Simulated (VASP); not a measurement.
# KCl (P4/mmm) in VASP: a series of runs, part 3 of 3

VASP 6.6.1. The steps go on from the part before.

**6. Electric field gradients, PBEsol (equal xx and yy strain of +1 %)**

File INCAR:

```
SYSTEM = KCl
ALGO     = Normal         ! electronic algorithm
EDIFF    = 1E-8           ! SCF threshold, eV
ENCUT    = 400            ! plane-wave cutoff, eV
GGA      = PS             ! functional
GGA_COMPAT= .FALSE.      
ISIF     = 2              ! what is computed and relaxed
ISMEAR   = -1             ! smearing method
LASPH    = .TRUE.         ! aspherical terms in the spheres
LCHARG   = .FALSE.        ! write CHGCAR
LEFG     = .TRUE.       
LREAL    = .FALSE.        ! projectors in reciprocal space
LWAVE    = .FALSE.        ! write WAVECAR
NBANDS   = 15             ! bands
NELM     = 120            ! most SCF steps
PREC     = Accurate       ! precision mode
SIGMA    = 0.01           ! smearing width, eV
```

File KPOINTS:

```
k-points
0
G
  7 7 7
  0 0 0
```

File POSCAR:

```
KCl
1.0
    3.6703400000      0.0000000000      0.0000000000
    0.0000000000      3.6703400000      0.0000000000
    0.0000000000      0.0000000000      3.6340000000
K Cl
1 1
Direct
    0.0000000000      0.0000000000      0.0000000000
    0.5000000000      0.5000000000      0.5000000000
```

Potentials or basis: VASP PAW PBE potentials, release 64 (K_sv, Cl).

On the command line:

```sh
$ cat potpaw_PBE.64/K_sv/POTCAR potpaw_PBE.64/Cl/POTCAR > POTCAR
$ mpirun -np 1 vasp_std > vasp.out
```

OUTCAR:

```text
SYSTEM = KCl
   EDIFF = 1E-8
   ENCUT = 400
   GGA = PS
   ISIF = 2
   ISMEAR = -1
   LASPH = .TRUE.
   LREAL = .FALSE.
   NELM = 120
   PREC = Accurate

 ion  position               nearest neighbor table
   1  0.000  0.000  0.000-   2 3.17   2 3.17   2 3.17   2 3.17   2 3.17   2 3.17   2 3.17   2 3.17

   2  0.500  0.500  0.500-   1 3.17   1 3.17   1 3.17   1 3.17   1 3.17   1 3.17   1 3.17   1 3.17

  LATTYP: Found a simple tetragonal cell.
 ALAT       =     3.6703400000
 C/A-ratio  =     0.9900990099

  Lattice vectors:

 A1 = (   3.6703400000,   0.0000000000,   0.0000000000)
 A2 = (   0.0000000000,   3.6703400000,   0.0000000000)
 A3 = (   0.0000000000,   0.0000000000,   3.6340000000)

Analysis of symmetry for initial positions (statically):
=====================================================================
 Subroutine PRICEL returns:
 Original cell was already a primitive cell.

 Routine SETGRP: Setting up the symmetry group for a
 simple tetragonal supercell.

 Subroutine GETGRP returns: Found 16 space group operations
 (whereof 16 operations were pure point group operations)
 out of a pool of 16 trial point group operations.

The static configuration has the point symmetry D_4h.

Analysis of symmetry for dynamics (positions and initial velocities):
=====================================================================
 Subroutine PRICEL returns:
 Original cell was already a primitive cell.

 Routine SETGRP: Setting up the symmetry group for a
 simple tetragonal supercell.

 Subroutine GETGRP returns: Found 16 space group operations
 (whereof 16 operations were pure point group operations)
[... 579 lines left out ...]
      7      -1.1928      2.00000
      8      -0.2740      2.00000
      9       6.8008      0.00000
     10       7.5532      0.00000
     11       9.3162      0.00000
     12       9.7135      0.00000
     13       9.7628      0.00000
     14      10.9473      0.00000
     15      12.5430      0.00000

 [... further k-points ...]

------------------------ aborting loop because EDIFF is reached ----------------------------------------

  FORCE on cell =-STRESS in cart. coord.  units (eV):
  Direction    XX          YY          ZZ          XY          YZ          ZX
  --------------------------------------------------------------------------------------
  -------------------------------------------------------------------------------------
  Total        0.4875119      0.4875119      0.6386200      0.0000000      0.0000000      0.0000000
  in kB       15.9550541     15.9550541     20.9004489      0.0000000      0.0000000      0.0000000
  external PRESSURE =      17.6035191 kB  Pullay stress =       0.0000000 kB

 VOLUME and BASIS-vectors are now :
 -----------------------------------------------------------------------------
  energy-cutoff  :      400.00
  volume of cell :       48.96
      direct lattice vectors                 reciprocal lattice vectors
     3.670340000  0.000000000  0.000000000     0.272454323  0.000000000  0.000000000
     0.000000000  3.670340000  0.000000000     0.000000000  0.272454323  0.000000000
     0.000000000  0.000000000  3.634000000     0.000000000  0.000000000  0.275178866

 POSITION                                       TOTAL-FORCE (eV/Angst)
 -----------------------------------------------------------------------------------
      0.00000      0.00000      0.00000         0.000000      0.000000      0.000000
      1.83517      1.83517      1.81700         0.000000      0.000000      0.000000
 -----------------------------------------------------------------------------------
    total drift:                                0.000000      0.000000     -0.000000

  FREE ENERGIE OF THE ION-ELECTRON SYSTEM (eV)
  ---------------------------------------------------
  free  energy   TOTEN  =        -6.8976998888 eV

  energy  without entropy=       -6.8976998888  energy(sigma->0) =       -6.89769989

 Electric field gradients (V/A^2)
---------------------------------------------------------------------
 ion       V_xx      V_yy      V_zz      V_xy      V_xz      V_yz
---------------------------------------------------------------------
   1      -0.655    -0.655     1.310     0.000    -0.000     0.000
   2       1.281     1.281    -2.563     0.000     0.000     0.000
---------------------------------------------------------------------

 Electric field gradients after diagonalization (V/A^2)
 (convention: |V_zz| > |V_xx| > |V_yy|)
----------------------------------------------------------------------
 ion       V_xx      V_yy      V_zz     asymmetry (V_yy - V_xx)/ V_zz
----------------------------------------------------------------------
   1      -0.655    -0.655     1.310       0.000
   2       1.281     1.281    -2.563       0.000
----------------------------------------------------------------------

           NMR quadrupolar parameters

 Cq : quadrupolar parameter    Cq=e*Q*V_zz/h
 eta: asymmetry parameters     (V_yy - V_xx)/ V_zz
 Q  : nuclear electric quadrupole moment in mb (millibarn)
----------------------------------------------------------------------
 ion       Cq(MHz)       eta       Q (mb)
----------------------------------------------------------------------
   1       0.003       0.000       1.000
   2      -0.006       0.000       1.000
----------------------------------------------------------------------
```

stdout:

```text
POSCAR found type information on POSCAR K Cl
 POSCAR found :  2 types and       2 ions
 scaLAPACK will be used
 -----------------------------------------------------------------------------
|                                                                             |
|                                                                             |
|     You enforced a specific xc type in the INCAR file but a different       |
|     I HOPE YOU KNOW WHAT YOU ARE DOING!                                     |
|                                                                             |
 -----------------------------------------------------------------------------

 LDA part: xc-table for (Slater+PW92), standard interpolation
 POSCAR, INCAR and KPOINTS ok, starting setup
 FFT: planning ... GRIDC
 FFT: planning ... GRID_SOFT
 FFT: planning ... GRID
 WAVECAR not read
 entering main loop
ion   1

ion   2
```

It took 19 s on 1 thread of Intel Xeon 8259CL, shared host; peak memory 0.14 GiB.

What came out:

```
Free energy                             : -6.8977 eV
Pressure                                : 1.8 GPa
Band gap on the k mesh                  : 5.25 eV (least direct gap 5.45 eV)
Largest electric field gradient by atom : K +1.3; Cl -2.6 V/Å²
```

Electric field gradients, principal values (V/Å²):
```tsv
atom	least	middle	greatest (by size)
1 K	-0.655	-0.655	1.310
2 Cl	1.281	1.281	-2.563
```

Caveat: the cell differs from its parent crystal (equal xx and yy strain of +1 %); without QUAD_EFG the Cq values of the log hold for a quadrupole moment of 1 mb, not for the nuclei; the PAW data sets were made with another functional, which shifts forces and pressure a little. A k mesh can miss the band edges.

**7. Summary**

| cell | gap on the mesh (eV) | pressure (GPa) |
| --- | --- | --- |
| a = 3.561, b = 3.561, c = 3.634 Å, 2 atoms | 5.56 | 3.9 |
| a = 3.634, b = 3.634, c = 3.670 Å, 2 atoms | 5.32 | 2.1 |
| a = 3.670, b = 3.670, c = 3.634 Å, 2 atoms | 5.25 | 1.8 |

Alike in all rows: task electric field gradients; level PBEsol; potentials or basis VASP PAW PBE potentials, release 64 (K_sv, Cl); no spin polarisation; k mesh 7 × 7 × 7; cutoff (eV) 400; smearing fermi-dirac 0.01 eV.

Caveats: the PAW data sets were made with another functional, which shifts forces and pressure a little; the cell stands under pressure (at least some runs).

Total energies depend on the potentials used, so only differences within one code and one set of settings carry meaning.
